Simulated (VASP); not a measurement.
# TaN (P-6m2) in VASP: settings compared, part 2 of 2

VASP 6.6.1. Earlier steps stand in the parts before.

## 3. Relaxation of cell and atoms, r2SCAN

POSCAR reads:

```
TaN
1.0
    2.9499276979      0.0000000000      0.0000000000
   -1.4749638490      2.5547123257      0.0000000000
    0.0000000000      0.0000000000      2.8982382384
Ta N
1 1
Direct
    0.3333333333      0.6666666667      0.5000000000
    0.0000000000      0.0000000000      0.0000000000
```

INCAR.step1 reads:

```
PREC = Accurate ; ENCUT = 600
ISMEAR = -1 ; SIGMA = 0.02
LREAL = False ; LASPH = True
NELM = 100 ; GGA = PE
ALGO = Normal ; EDIFF = 1E-4
LWAVE = True ; LCHARG = False
```

INCAR.step2 reads:

```
PREC = Accurate ; ENCUT = 600
EDIFF = 1E-6 ; ISMEAR = -1
SIGMA = 0.02 ; LREAL = False
LASPH = True ; NELM = 100
ALGO = Normal ; ISIF = 3
LWAVE = False ; LCHARG = False
METAGGA = R2SCAN ; LMIXTAU = True
IBRION = 2 ; NSW = 80
EDIFFG = -0.005 ; ISTART = 1
```

KPOINTS reads:

```
Automatic mesh
0
Gamma
  12 12 8
```

Potentials or basis: VASP PAW PBE potentials, release 64 (Ta_pv, N).

Started as:

```
> cat potpaw_PBE.64/Ta_pv/POTCAR potpaw_PBE.64/N/POTCAR > POTCAR
> cp INCAR.step1 INCAR
> mpirun -np 1 vasp_std > vasp.out
> cp INCAR.step2 INCAR
> mpirun -np 1 vasp_std > vasp.out
```

Run time: 2 min. Hardware: 1 thread of Intel Xeon 6975P-C (Granite Rapids), shared host; peak memory 0.18 GiB.

Results (log left out):

```yaml
Free_energy: -60.3970 eV
Relaxed_volume: 10.82 Å³/atom
Relaxed_cell: a = 2.940 Å, b = 2.940 Å, c = 2.889 Å, α = 90.00°, β = 90.00°, γ = 120.00°
Space_group_after_relaxing_to_0.1_Å: P-6m2 (No. 187)
Energy_gained_by_relaxing: 1.1 meV/atom
Ionic_steps: 6
Pressure_after_relaxing: 0.0 GPa
Band_gap_on_the_k_mesh: zero (bands 8 and 9 overlap by 0.18 eV)
```

Step by step:
```tsv
step	energy change (eV)	largest force (eV/Å)	pressure (GPa)	volume (Å³)
1	0.0000	0.0000	-3.39	21.84
2	0.0122	0.0000	9.14	21.12
3	-0.0022	0.0000	-0.03	21.64
4	-0.0022	0.0000	0.02	21.63
5	-0.0022	0.0000	0.05	21.63
6	-0.0022	0.0000	0.04	21.63
```

Final structure:
```cif
data_structure
_symmetry_space_group_name_H-M 'P 1'
_symmetry_Int_Tables_number 1
_cell_length_a 2.9403
_cell_length_b 2.9403
_cell_length_c 2.8891
_cell_angle_alpha 90.000
_cell_angle_beta 90.000
_cell_angle_gamma 120.000
_cell_volume 21.63
loop_
_atom_site_label
_atom_site_type_symbol
_atom_site_fract_x
_atom_site_fract_y
_atom_site_fract_z
_atom_site_occupancy
Ta1 Ta 0.33333 0.66667 0.50000 1
N1 N 0.00000 0.00000 0.00000 1
```

Levels at points of the mesh, in eV from the Fermi level:
```
           k point  band 5  band 6  band 7  band 8  band 9  band 10  band 11  band 12
(0.00, 0.00, 0.00)   -4.88   -4.88   -4.46   -3.23    2.39     3.65     3.65     4.13
(0.50, 0.00, 0.00)   -8.67   -5.53   -3.68   -3.47    3.12     4.06     5.35     5.44
(0.00, 0.00, 0.50)   -9.78   -4.03   -4.03   -0.16   -0.16     2.27     3.54     3.54
(0.50, 0.00, 0.50)   -7.69   -6.53   -5.99   -0.61    4.36     5.38     5.98     7.35
```

Caveat: the PAW data sets were made with another functional, which shifts forces and pressure a little; spin-orbit coupling is left out, which moves the levels of the heavy elements.

## 4. Single point, LDA

This run uses another cell than the first one, of 10.43 Å³/atom.

INCAR reads:

```
PREC = Accurate
ENCUT = 700
EDIFF = 1E-6
ISMEAR = -1
SIGMA = 0.02
LREAL = F
LASPH = T
NELM = 120
ALGO = Normal
ISIF = 2
LWAVE = F
LCHARG = F
NBANDS = 16
GGA_COMPAT = F
```

KPOINTS is that of step 3.

POSCAR reads:

```
TaN
1.0
    2.9063025317      0.0000000000      0.0000000000
   -1.4531512659      2.5169318235      0.0000000000
    0.0000000000      0.0000000000      2.8521120333
Ta N
1 1
Direct
    0.3333333333      0.6666666667      0.5000000000
    0.0000000000      0.0000000000      0.0000000000
```

Potentials or basis: VASP PAW LDA potentials, release 64 (Ta_sv_GW, N).

Started as:

```
> cat potpaw_LDA.64/Ta_sv_GW/POTCAR potpaw_LDA.64/N/POTCAR > POTCAR
> mpirun -np 1 vasp_std > vasp.out
```

Run time: 39 s. Hardware: 1 thread of Intel Xeon Platinum 8259CL at 2.50GHz (Skylake/Cascade Lake), shared host; peak memory 0.19 GiB.

It converged, with:

| Item | Value |
| --- | --- |
| Free energy | -27.2298 eV |
| Pressure | 1.2 GPa |
| Band gap on the k mesh | zero (bands 9 and 10 overlap by 0.27 eV) |

Stress tensor (GPa, compression positive):
```
1.12 0.00 0.00
0.00 1.12 0.00
0.00 0.00 1.27
```

Levels at points of the mesh, in eV from the Fermi level:
```tsv
k point	band 5	band 6	band 7	band 8	band 9	band 10	band 11	band 12	band 13	band 14
(0.00, 0.00, 0.00)	-17.80	-4.73	-4.73	-4.39	-2.96	2.55	3.68	3.68	4.08	4.08
(0.50, 0.00, 0.00)	-15.35	-8.46	-5.39	-3.65	-3.23	3.03	4.17	5.31	5.47	7.79
(0.00, 0.00, 0.50)	-14.92	-9.54	-3.89	-3.89	-0.17	-0.17	2.47	3.32	3.32	8.52
(0.50, 0.00, 0.50)	-15.76	-7.52	-6.29	-5.91	-0.25	4.38	5.54	6.31	7.30	10.59
```

Caveat: spin-orbit coupling is left out, which moves the levels of the heavy elements.

## 5. Relaxation of cell and atoms, LDA

INCAR reads:

```
SYSTEM = TaN
PREC = Accurate
ENCUT = 700
EDIFF = 1E-7
ISMEAR = -1
SIGMA = 0.02
LREAL = .FALSE.
LASPH = .TRUE.
NELM = 120
ALGO = Normal
ISIF = 3
LWAVE = .FALSE.
LCHARG = .FALSE.
GGA = CA
IBRION = 2
NSW = 80
EDIFFG = -0.005
GGA_COMPAT = .FALSE.
NELMIN = 4
```

KPOINTS reads:

```
regular mesh
0
G
  12 12 8
  0 0 0
```

POSCAR reads:

```
TaN
1.0
    2.9499276979      0.0000000000      0.0000000000
   -1.4749638490      2.5547123257      0.0000000000
    0.0000000000      0.0000000000      2.8982382384
Ta N
1 1
Direct
    0.3333333333      0.6666666667      0.5000000000
    0.0000000000      0.0000000000      0.0000000000
```

Potentials or basis: VASP PAW LDA potentials, release 64 (Ta_sv_GW, N).

Started as:

```
> cat potpaw_LDA.64/Ta_sv_GW/POTCAR potpaw_LDA.64/N/POTCAR > POTCAR
> mpirun -np 1 vasp_std > vasp.out
```

OUTCAR:

```text
SYSTEM = TaN
   PREC = Accurate
   ENCUT = 700
   EDIFF = 1E-7
   ISMEAR = -1
   LREAL = .FALSE.
   LASPH = .TRUE.
   NELM = 120
   ISIF = 3
   GGA = CA
   IBRION = 2
   NSW = 80
   EDIFFG = -0.005
   NELMIN = 4

 ion  position               nearest neighbor table
   1  0.333  0.667  0.500-   2 2.24   2 2.24   2 2.24   2 2.24   2 2.24   2 2.24
   2  0.000  0.000  0.000-   1 2.24   1 2.24   1 2.24   1 2.24   1 2.24   1 2.24

  LATTYP: Found a hexagonal cell.
 ALAT       =     2.9499276979
 C/A-ratio  =     0.9824777199

  Lattice vectors:

 A1 = (   2.9499276979,   0.0000000000,   0.0000000000)
 A2 = (  -1.4749638490,   2.5547123257,   0.0000000000)
 A3 = (   0.0000000000,   0.0000000000,   2.8982382384)

Analysis of symmetry for initial positions (statically):
[... 485 lines left out ...]
      5      -5.1716      2.00000
      6       7.8900      2.00000
      7       7.8900      2.00000
      8       8.2368      2.00000
      9       9.6546      2.00000
     10      15.1358      0.00000
     11      16.2712      0.00000
     12      16.2712      0.00000
     13      16.6733      0.00000
[... 354 lines left out ...]
  band No.  band energies     occupation
      1     -55.3868      2.00000
      2     -22.5685      2.00000
      3     -21.9968      2.00000
      4     -21.8819      2.00000
      5      -3.2856      2.00000
      6       4.9092      2.00000
      7       7.3377      2.00000
      8       8.7571      2.00000
      9       9.9742      2.00000
     10      15.3286      0.00000
     11      15.5365      0.00000
     12      17.1927      0.00000
     13      17.9588      0.00000

 [... further k-points ...]

------------------------ aborting loop because EDIFF is reached ----------------------------------------

  FORCE on cell =-STRESS in cart. coord.  units (eV):
  Direction    XX          YY          ZZ          XY          YZ          ZX
  --------------------------------------------------------------------------------------
  -------------------------------------------------------------------------------------
  Total       -0.0009176     -0.0009176     -0.0013302      0.0000000     -0.0000000      0.0000000
  in kB       -0.0702471     -0.0702471     -0.1018371      0.0000000     -0.0000000      0.0000000
  external PRESSURE =      -0.0807771 kB  Pullay stress =       0.0000000 kB
[... 17 lines left out ...]
  FREE ENERGIE OF THE ION-ELECTRON SYSTEM (eV)
  ---------------------------------------------------
  free  energy   TOTEN  =       -27.2321598367 eV

  energy  without entropy=      -27.2320590326  energy(sigma->0) =      -27.23210943

 reached required accuracy - stopping structural energy minimisation
```

OSZICAR:

```text
N       E                     dE             d eps       ncg     rms          rms(c)
DAV:   1     0.140317128300E+03    0.14032E+03   -0.13579E+04  2470   0.177E+03
DAV:   2    -0.235302014797E+02   -0.16385E+03   -0.15878E+03  3324   0.402E+02
DAV:   3    -0.308192996654E+02   -0.72891E+01   -0.72410E+01  3523   0.804E+01
[... 95 lines left out ...]
DAV:   4    -0.272321593107E+02    0.59661E-05   -0.19871E-05  2735   0.408E-02    0.425E-02
DAV:   5    -0.272321595439E+02   -0.23320E-06   -0.99212E-07  3505   0.818E-03    0.122E-02
DAV:   6    -0.272321596950E+02   -0.15109E-06   -0.98899E-08  2000   0.229E-03    0.762E-03
DAV:   7    -0.272321598358E+02   -0.14085E-06   -0.33888E-07  2040   0.415E-03    0.783E-03
DAV:   8    -0.272321598367E+02   -0.88016E-09   -0.76871E-09  1235   0.830E-04
   9 F= -.27232160E+02 E0= -.27232109E+02  d E =-.351530E-05
```

It took 98 s on 1 thread of Intel Xeon 6975P-C (Granite Rapids), shared host; peak memory 0.2 GiB.

What came out:

* Free energy: -27.2322 eV
* Relaxed volume: 10.46 Å³/atom
* Relaxed cell: a = 2.909 Å, b = 2.909 Å, c = 2.855 Å, α = 90.00°, β = 90.00°, γ = 120.00°
* Space group after relaxing (to 0.1 Å): P-6m2 (No. 187)
* Energy gained by relaxing: 22.3 meV/atom
* Ionic steps: 9
* Pressure after relaxing: 0.0 GPa
* Band gap on the k mesh: zero (bands 9 and 10 overlap by 0.27 eV)

Step by step:
```csv
step,energy change (eV),largest force (eV/Å),pressure (GPa),volume (Å³)
1,0.0000,0.0000,-14.97,21.84
2,0.2825,0.0000,52.90,18.77
3,-0.0444,0.0000,-0.75,20.97
4,-0.0445,0.0000,-0.13,20.94
5,-0.0445,0.0000,0.20,20.92
6,-0.0444,0.0000,-0.51,20.95
7,-0.0445,0.0000,-0.12,20.93
8,-0.0445,0.0000,0.15,20.92
9,-0.0445,0.0000,-0.01,20.93
```

Final structure:
```
Ta N
1.0
     2.90926    0.00000    0.00000
    -1.45463    2.51949    0.00000
     0.00000    0.00000    2.85508
Ta N
1 1
Cartesian
  0.0000 1.6797 1.4275
  0.0000 0.0000 0.0000
```

Caveat: spin-orbit coupling is left out, which moves the levels of the heavy elements. LDA usually gives volumes a few per cent too small.

## 6. Summary

| task | level | potentials or basis | cell | cutoff (eV) | gap on the mesh (eV) | pressure (GPa) | relaxed volume (Å³/atom) |
| --- | --- | --- | --- | --- | --- | --- | --- |
| relaxation of cell and atoms | LDA | VASP PAW LDA potentials, release 64 (Ta_pv, N) | relaxed from a = 2.950, b = 2.950, c = 2.898 Å, angles 90.0, 90.0, 120.0°, 2 atoms | 600 | none | 0.0 | 10.48 |
| relaxation of cell and atoms | r2SCAN | VASP PAW PBE potentials, release 64 (Ta_pv, N) | relaxed from a = 2.950, b = 2.950, c = 2.898 Å, angles 90.0, 90.0, 120.0°, 2 atoms | 600 | none | 0.0 | 10.82 |
| single point | LDA | VASP PAW LDA potentials, release 64 (Ta_sv_GW, N) | a = 2.906, b = 2.906, c = 2.852 Å, angles 90.0, 90.0, 120.0°, 2 atoms | 700 | none | 1.2 | - |
| relaxation of cell and atoms | LDA | VASP PAW LDA potentials, release 64 (Ta_sv_GW, N) | relaxed from a = 2.950, b = 2.950, c = 2.898 Å, angles 90.0, 90.0, 120.0°, 2 atoms | 700 | none | 0.0 | 10.46 |

Alike in all rows: no spin polarisation; k mesh 12 × 12 × 8; smearing fermi-dirac 0.02 eV.

Caveats: spin-orbit coupling is left out, which moves the levels of the heavy elements; the PAW data sets were made with another functional, which shifts forces and pressure a little (at least some runs).

Absolute energies hang on the potentials; compare differences alone.
